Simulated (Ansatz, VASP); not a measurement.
## One calculation of BeAl, two programs

```xyz
2
Lattice="2.6690 0.0000 0.0000 0.0000 2.6690 0.0000 0.0000 0.0000 3.5415" Properties=species:S:1:pos:R:3 pbc="T T T"
Be    1.3345    1.3345    0.0000
Al    0.0000    0.0000    1.7707
```

Alike in both runs: task relaxation of cell and atoms; functional PBE; k mesh 20 × 20 × 16; occupations gaussian, width 0.1 eV; no spin polarisation.

|  | VASP | Ansatz |
| --- | --- | --- |
| version | VASP 6.6.1 | Ansatz 0.2.0 |
| potentials or method | VASP PAW PBE potentials, release 64 (Be, Al), cutoff 600 eV | scalar-relativistic, plane waves, PAW |
| valence electrons in the cell | 5 | 5 |

```tsv
	VASP	Ansatz	Ansatz less VASP
gap on the k mesh at the Fermi level, each at its own relaxed structure (eV)	none	none	-
relaxed volume (Å³/atom)	12.64	12.62	-0.011
relaxed length of the cell vector where the two differ most in proportion (Å)	3.584	3.581	-0.0033
```

A gap of «none» marks a metal or a gap that the smearing closes.
